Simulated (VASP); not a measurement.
**Ni: density of states with PBE**

Crystal: Ni.

```
Ni
1.0
     0.00000    2.46453    2.46453
     2.46453    0.00000    2.46453
     2.46453    2.46453    0.00000
Ni
2
Direct
  0.87500 0.87500 0.87500
  0.12500 0.12500 0.12500
```

This cell differs from its parent crystal: volume scaled by 0.9.

```
Program                 : VASP 6.6.1
Task                    : density of states
Functional              : PBE
Potentials or basis     : VASP PAW PBE potentials, release 64 (Ni)
Cutoff                  : 520 eV
k mesh                  : 14 × 14 × 14
Occupations             : fermi-dirac, width 0.1 eV
Spin                    : collinear spin, ferromagnetic start
Starting moments        : [1.0, 1.0] μB
Dipole correction       : no
k mesh for the DOS      : 21 × 21 × 21
Occupations for the DOS : tetrahedron
Further INCAR settings  : ALGO = Normal; EDIFF = 1e-07; NBANDS = 21
```

* Net moment: 1.55 μB per cell
* Site moments: Ni +0.78 μB
* Valence electrons inside the program's atomic spheres: Ni 9.35

Levels at points of the mesh, in eV from the Fermi level:
Spin up:
```tsv
k point	band 9	band 10	band 11	band 12	band 13	band 14
(0.00, 0.00, 0.00)	-1.84	-0.74	-0.74	12.56	12.56	12.56
```
Spin down:
| k point | band 7 | band 8 | band 9 | band 10 | band 11 | band 12 |
| --- | --- | --- | --- | --- | --- | --- |
| (0.00, 0.00, 0.00) | -1.03 | -1.03 | -1.03 | 0.15 | 0.15 | 12.73 |

It took 2.5 min on 1 thread of Intel(R) Xeon(R) 6975P-C (Granite Rapids) (shared host), peak memory 0.35 GiB.
